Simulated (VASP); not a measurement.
# Ge32H (a cell with a defect) in VASP: further runs, part 2 of 2

VASP 6.6.1. The steps go on from the part before.

### Step 3. Single point, PBE

Input file INCAR:

```
PREC = Accurate ; ENCUT = 410
EDIFF = 1E-6 ; ISMEAR = -1
SIGMA = 0.01 ; LREAL = Auto
LASPH = T ; NELM = 120
ALGO = Normal ; ISIF = 2
LWAVE = F ; LCHARG = F
GGA = PE ; NELECT = 450.0
NBANDS = 246 ; GGA_COMPAT = F
```

Input file KPOINTS:

```
Automatic mesh
0
Gamma
  1 1 1
  0.25 0.25 0.25
```

Input file POSCAR:

```
Ge32H
1.0
   -5.6721686400      5.6721686400      5.6721686400
    5.6721686400     -5.6721686400      5.6721686400
    5.6721686400      5.6721686400     -5.6721686400
Ge H
32 1
Direct
    0.0037331172      0.0027720548      0.0028189763
   -0.0014413337      0.2520281100      0.7548263746
    0.0595753792      0.5016088317      0.5016500150
   -0.0014282611      0.7547914581      0.2520744303
    0.2480967835      0.0042871549      0.7509858095
    0.2506699292      0.2514216277      0.5016025339
    0.2506864154      0.5015562283      0.2515190157
    0.2480894530      0.7509169851      0.0043190070
    0.5025432486      0.0002135911      0.5015496712
    0.5088724696      0.2609324472      0.2609783575
    0.5025201681      0.5015031081      0.0002832863
    0.5006534979      0.7515013798      0.7515531821
    0.7453577637     -0.0011885274      0.2482832452
    0.7453657739      0.2482310514     -0.0011373271
    0.7496021977      0.5015402003      0.7420906646
    0.7496496497      0.7420062423      0.5015853051
   -0.0044721540     -0.0003978247      0.7491527631
   -0.0022931304      0.2405147072      0.5015973989
   -0.0023032913      0.5015632083      0.2405582453
   -0.0044721617      0.7491040629     -0.0003524063
    0.2536337543      0.0017967153      0.5014921639
    0.2531036645      0.2530152214      0.2530706944
    0.2536172628      0.5014266129      0.0018628822
    0.2587847446      0.7626680657      0.7627104397
    0.4974308548      0.0034275578      0.2510598990
    0.4974423204      0.2510131746      0.0034795160
    0.5017508401      0.5015145226      0.7500754076
    0.5018059856      0.7500166950      0.5015762951
    0.7532504705      0.0011060635      0.0011655675
    0.7478748337      0.2539251181      0.7520570592
    0.7796069601      0.5013765654      0.5014767656
    0.7478892344      0.7520137379      0.2539739994
    0.2327855763      0.5018830772      0.5017894870
```

Potentials or basis: VASP PAW PBE potentials, release 64 (Ge_d, H).

Command:

```sh
cat potpaw_PBE.64/Ge_d/POTCAR potpaw_PBE.64/H/POTCAR > POTCAR
mpirun -np 1 vasp_std > vasp.out
```

Run time: 10 min. Hardware: 1 thread of Oxide Virtual Turin-like, shared host; peak memory 0.67 GiB.

It converged, with:

| Quantity | Value |
| --- | --- |
| Free energy | -137.8882 eV |
| Largest force | 0.012 eV/Å |

Forces on the atoms (eV/Å):
```
Ge   0.006  0.000  0.000
Ge   0.001  0.000  0.003
Ge  -0.009  0.005  0.005
Ge   0.001  0.003  0.000
Ge  -0.001  0.000  0.001
Ge  -0.002  0.001  0.000
Ge  -0.002 -0.002  0.001
Ge   0.000  0.001  0.000
Ge   0.002 -0.003 -0.008
Ge   0.001  0.003  0.002
Ge   0.001 -0.008 -0.003
Ge   0.001  0.002  0.002
Ge   0.001  0.000  0.003
Ge   0.001  0.003  0.000
Ge  -0.001 -0.002 -0.002
Ge   0.000 -0.003 -0.002
Ge  -0.001  0.002  0.002
Ge  -0.002  0.001 -0.002
Ge  -0.003 -0.002  0.001
Ge  -0.001  0.002  0.003
Ge   0.001  0.000  0.000
Ge  -0.007 -0.003 -0.004
Ge   0.001  0.000  0.000
Ge   0.004  0.000 -0.001
Ge  -0.002  0.000  0.001
Ge  -0.001  0.001  0.001
Ge   0.003  0.005 -0.006
Ge   0.004 -0.006  0.005
Ge   0.000 -0.002 -0.001
Ge   0.000  0.004  0.002
Ge   0.003 -0.004 -0.003
Ge   0.000  0.003  0.003
H   -0.002 -0.001 -0.003
```

Levels at points of the mesh, in eV from the Fermi level:
| k point | band 222 | band 223 | band 224 | band 225 | band 226 | band 227 | band 228 | band 229 |
| --- | --- | --- | --- | --- | --- | --- | --- | --- |
| (0.25, 0.25, 0.25) | -0.69 | -0.65 | -0.65 | -0.26 | 0.80 | 0.80 | 0.83 | 0.98 |

Caveat: the k points lie up to 0.78 Å⁻¹ apart; the cell carries a net charge on a neutralising background, which shifts energy and pressure; the cell is charged against a uniform background, so pressure and absolute levels hang on convention.

### Step 4. Single point, PBE

Input file INCAR:

```
PREC     = Accurate       # precision mode
ENCUT    = 410            # plane-wave cutoff, eV
EDIFF    = 1E-6           # SCF threshold, eV
ISMEAR   = -1             # smearing method
SIGMA    = 0.01           # smearing width, eV
LREAL    = Auto         
LASPH    = True           # aspherical terms in the spheres
NELM     = 120            # most SCF steps
ALGO     = Normal         # electronic algorithm
ISIF     = 2              # what is computed and relaxed
LWAVE    = False          # write WAVECAR
LCHARG   = False          # write CHGCAR
GGA      = PE             # functional
NBANDS   = 246            # bands
NELECT   = 450.0        
GGA_COMPAT= False
```

KPOINTS is that of step 3.

Input file POSCAR:

```
Ge32H
1.0
   -5.6721686400      5.6721686400      5.6721686400
    5.6721686400     -5.6721686400      5.6721686400
    5.6721686400      5.6721686400     -5.6721686400
Ge H
32 1
Direct
    0.0277868149      0.0278657970      0.0280508233
   -0.0042448491      0.2433176070      0.7454436334
    0.0011422439      0.5015192919      0.5016610367
   -0.0042413231      0.7453097340      0.2435065118
    0.2432635712     -0.0041544957      0.7454533298
    0.2454696058      0.2455515850      0.5068872564
    0.2454650220      0.5067061969      0.2456924482
    0.2432732677      0.7453070013     -0.0039933580
    0.5014425135      0.0012135570      0.5016781377
    0.5066302119      0.2455420648      0.2456882171
    0.5014088403      0.5015032487      0.0013524809
    0.5008084527      0.7495935452      0.7497441049
    0.7452281955     -0.0041720375      0.2435090682
    0.7452165597      0.2433321517     -0.0040134561
    0.7495083926      0.5009006573      0.7497337033
    0.7495069822      0.7495827910      0.5010716677
   -0.0027392521     -0.0026743739      0.7570816865
   -0.0068523174      0.2465251985      0.4960672326
   -0.0068545212      0.4959090039      0.2466604202
   -0.0027456871      0.7568866112     -0.0025109444
    0.2464491253     -0.0067637270      0.4960704060
    0.3084763714      0.3085457452      0.3087058251
    0.2464188900      0.4959039793     -0.0066240097
    0.2514668711      0.7503522498      0.7505071288
    0.4958437731     -0.0067603773      0.2466884518
    0.4958372500      0.2465248459     -0.0066165170
    0.4984597038      0.4985411541      0.7488409230
    0.4984468339      0.7486755542      0.4986797254
    0.7568085105     -0.0026761369     -0.0025071539
    0.7502790855      0.2515614557      0.7505063354
    0.7486060041      0.4985197337      0.4986700290
    0.7502522880      0.7503241300      0.2517055805
    0.4810020952      0.4810684719      0.4812155056
```

Potentials or basis: VASP PAW PBE potentials, release 64 (Ge_d, H).

Command:

```sh
cat potpaw_PBE.64/Ge_d/POTCAR potpaw_PBE.64/H/POTCAR > POTCAR
mpirun -np 1 vasp_std > vasp.out
```

OUTCAR:

```text
PREC = Accurate
   ENCUT = 410
   EDIFF = 1E-6
   ISMEAR = -1
   LREAL = Auto
   LASPH = True
   NELM = 120
   ISIF = 2
   GGA = PE
   NELECT = 450.0

 ion  position               nearest neighbor table
   1  0.028  0.028  0.028-  29 2.48  17 2.48  20 2.48  22 2.76
   2  0.996  0.243  0.745-  18 2.45  30 2.46  23 2.46  17 2.46
   3  0.001  0.502  0.502-  24 2.45  18 2.46  19 2.46  31 2.46
[... 505 lines left out ...]
  -------------------------------------------------------------------------------------
  Total       23.3936623     23.3934358     23.3939238      0.6729854      0.6760187      0.6752393
  in kB       51.3453837     51.3448867     51.3459576      1.4770964      1.4837540      1.4820432
  external PRESSURE =      51.3454093 kB  Pullay stress =       0.0000000 kB

 VOLUME and BASIS-vectors are now :
 -----------------------------------------------------------------------------
  energy-cutoff  :      410.00
  volume of cell :      729.97
      direct lattice vectors                 reciprocal lattice vectors
    -5.672168640  5.672168640  5.672168640     0.000000000  0.088149706  0.088149706
     5.672168640 -5.672168640  5.672168640     0.088149706  0.000000000  0.088149706
     5.672168640  5.672168640 -5.672168640     0.088149706  0.088149706  0.000000000

 POSITION                                       TOTAL-FORCE (eV/Angst)
 -----------------------------------------------------------------------------------
      0.15956      0.15866      0.15656        -0.005030     -0.004697     -0.004354
     -0.03967      8.49623      2.79995         0.001040     -0.003369      0.000552
      5.68373      0.00728      0.00567         0.000499     -0.001391     -0.001631
     -0.03938      2.80180      8.49442        -0.000458      0.000531     -0.003609
      8.49711     -0.04043      2.80010        -0.002972      0.000751      0.000156
      2.87561      2.87468     -0.08999        -0.000113     -0.000247      0.001909
[... 25 lines left out ...]
      1.42812      1.42731      7.08381        -0.000582     -0.000815      0.001263
      2.72991      2.72916      2.72749         0.005522      0.005303      0.005109
 -----------------------------------------------------------------------------------
    total drift:                               -0.008427     -0.007216     -0.004893

  FREE ENERGIE OF THE ION-ELECTRON SYSTEM (eV)
  ---------------------------------------------------
  free  energy   TOTEN  =      -137.8884221639 eV

  energy  without entropy=     -137.8884221639  energy(sigma->0) =     -137.88842216
```

Run time: 9.9 min. Hardware: 1 thread of Oxide Virtual Turin-like, shared host; peak memory 0.68 GiB.

Results:

| Property | Result |
| --- | --- |
| Free energy | -137.8884 eV |
| Largest force | 0.015 eV/Å |

Forces in eV/Å, atoms in the order of the input:
```
Ge  -0.005 -0.005 -0.004
Ge   0.001 -0.003  0.001
Ge   0.000 -0.001 -0.002
Ge   0.000  0.001 -0.004
Ge  -0.003  0.001  0.000
Ge   0.000  0.000  0.002
Ge   0.001  0.001  0.000
Ge  -0.003  0.000  0.000
Ge  -0.001  0.000 -0.001
Ge   0.001  0.001  0.000
Ge  -0.001 -0.001  0.001
Ge  -0.003  0.002  0.002
Ge   0.001  0.000 -0.003
Ge   0.001 -0.003  0.001
Ge   0.001 -0.002  0.002
Ge   0.001  0.001 -0.001
Ge   0.002  0.002 -0.001
Ge   0.001  0.001 -0.003
Ge   0.002 -0.002  0.000
Ge   0.003 -0.001  0.003
Ge   0.000  0.001 -0.003
Ge  -0.008 -0.008 -0.009
Ge   0.000 -0.003  0.002
Ge   0.001 -0.001 -0.001
Ge  -0.003  0.002  0.000
Ge  -0.003  0.000  0.001
Ge   0.005  0.004  0.002
Ge   0.005  0.002  0.004
Ge  -0.001  0.003  0.003
Ge  -0.001  0.001 -0.001
Ge   0.002  0.005  0.005
Ge  -0.001 -0.001  0.001
H    0.006  0.005  0.005
```

Caveat: the k points lie up to 0.78 Å⁻¹ apart; the cell carries a net charge on a neutralising background, which shifts energy and pressure; the cell is charged against a uniform background, so pressure and absolute levels hang on convention.
